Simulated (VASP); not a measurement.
Wanted: the native input for a VASP 6.6.1 run.

```
Task                   : single point
Functional             : PBE
Potentials or basis    : VASP PAW PBE potentials, release 64 (Ba_sv)
Cutoff                 : 520 eV
k mesh                 : 13 × 13 × 7
Occupations            : fermi-dirac, width 0.1 eV
Spin                   : no spin polarisation
Dipole correction      : no
Further INCAR settings : ALGO = Normal; EDIFF = 1e-06; NBANDS = 17
```

The structure of Ba lies in POSCAR:

```
Ba
1.0
    4.6508516455      0.0000000000      0.0000000000
   -2.3254258227      4.0277556742      0.0000000000
    0.0000000000      0.0000000000      7.6216596260
Ba
2
Direct
    0.3333333333      0.6666666667      0.2500000000
    0.6666666667      0.3333333333      0.7500000000
```

This isn't the form of Ba at room conditions, which is bcc.

The input as run:

INCAR

```
SYSTEM = Ba
PREC = Accurate
ENCUT = 520
EDIFF = 1E-6
ISMEAR = -1
SIGMA = 0.1
LREAL = .FALSE.
LASPH = .TRUE.
NELM = 100
ALGO = Normal
ISIF = 2
LWAVE = .FALSE.
LCHARG = .TRUE.
GGA = PE
LELF = .TRUE.
LVHAR = .TRUE.
NBANDS = 17
```

KPOINTS

```
regular mesh
0
G
  13 13 7
  0 0 0
```

Potentials or basis: VASP PAW PBE potentials, release 64 (Ba_sv).

Launch:

```bash
$ cat potpaw_PBE.64/Ba_sv/POTCAR > POTCAR
$ mpirun -np 1 vasp_std > vasp.out
```

It gave:

The pressure is -0.7 GPa and the band gap on the k mesh is zero (bands 10 and 11 overlap by 0.22 eV).

Caveat: spin-orbit coupling is left out, which moves the levels of the heavy elements.

It took 4.6 min on 1 thread of Intel Xeon 8259CL (shared host), peak memory 0.37 GiB.
